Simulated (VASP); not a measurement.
TiB2: single point with LDA

Crystal: TiB2.

```xyz
3
Lattice="3.0886 0.0000 0.0000 -1.5443 2.6748 0.0000 0.0000 0.0000 3.2917" Properties=species:S:1:pos:R:3 pbc="T T T"
Ti    0.0000    0.0000    0.0000
B     1.5443    0.8916    1.6459
B     0.0000    1.7832    1.6459
```

This cell differs from its parent crystal: volume scaled by 1.06.

```
Program             : VASP 6.6.1
Task                : single point
Functional          : LDA
Potentials or basis : VASP PAW LDA potentials, release 64 (Ti_sv, B)
Cutoff              : 520 eV
k mesh              : 10 × 10 × 8
Occupations         : fermi-dirac, width 0.05 eV
Spin                : no spin polarisation
```

| Item | Value |
| --- | --- |
| Pressure | -23.0 GPa |
| Band gap on the k mesh | zero (band 9 reaches 9.62 eV, above the bottom of band 10 at 9.11 eV) |

Stress tensor (GPa, compression positive):
```
-23.61   0.00   0.00
  0.00 -23.61   0.00
  0.00   0.00 -21.69
```

Levels at points of the mesh, in eV from the Fermi level:
| k point | band 5 | band 6 | band 7 | band 8 | band 9 | band 10 | band 11 | band 12 | band 13 | band 14 |
| --- | --- | --- | --- | --- | --- | --- | --- | --- | --- | --- |
| (0.00, 0.00, 0.00) | -12.91 | -2.40 | -2.40 | -2.16 | -1.91 | 1.77 | 1.77 | 3.43 | 3.43 | 5.62 |
| (0.50, 0.00, 0.00) | -8.90 | -8.85 | -3.06 | -2.97 | -2.05 | 1.27 | 2.56 | 3.00 | 3.30 | 7.02 |
| (0.00, 0.00, 0.50) | -11.12 | -7.22 | -0.46 | -0.46 | -0.11 | -0.11 | 0.45 | 0.45 | 1.53 | 6.39 |
| (0.50, 0.00, 0.50) | -9.26 | -7.20 | -4.33 | -3.54 | -2.96 | 2.30 | 2.73 | 4.15 | 4.29 | 5.20 |

Wall time 9.2 s on 1 thread of Intel(R) Xeon(R) 6975P-C (Granite Rapids) (shared host), peak memory 0.14 GiB.
